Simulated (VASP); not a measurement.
A run of VASP 6.6.1:

The input INCAR:

```
ALGO = Normal
EDIFF = 1E-6
ENCUT = 500
GGA_COMPAT = F
ISIF = 2
ISMEAR = 0
LASPH = T
LCHARG = T
LELF = T
LREAL = F
LVHAR = T
LWAVE = F
NBANDS = 13
NELM = 120
PREC = Accurate
SIGMA = 0.1
```

File KPOINTS:

```
k-points
0
Gamma
  9 9 9
```

The input POSCAR:

```
AlIr
1.0
    2.9684111362      0.0000000000      0.0000000000
    0.0000000000      2.9684111362      0.0000000000
    0.0000000000      0.0000000000      2.9684111362
Al Ir
1 1
Direct
    0.0000000000      0.0000000000      0.0000000000
    0.5000000000      0.5000000000      0.5000000000
```

Potentials or basis: VASP PAW LDA potentials, release 64 (Al, Ir).

Run with:

```bash
$ cat potpaw_LDA.64/Al/POTCAR potpaw_LDA.64/Ir/POTCAR > POTCAR
$ mpirun -np 1 vasp_std > vasp.out
```

Hardware: 1 thread of Intel(R) Xeon(R) 6975P-C (Granite Rapids), on a shared host.

Task: Estimate the wall time of this run.

Result: Run time: 3.4 s on 1 thread of Intel(R) Xeon(R) 6975P-C (Granite Rapids) (shared host), peak memory 0.13 GiB. Counts: scf iterations 11, k points 35.
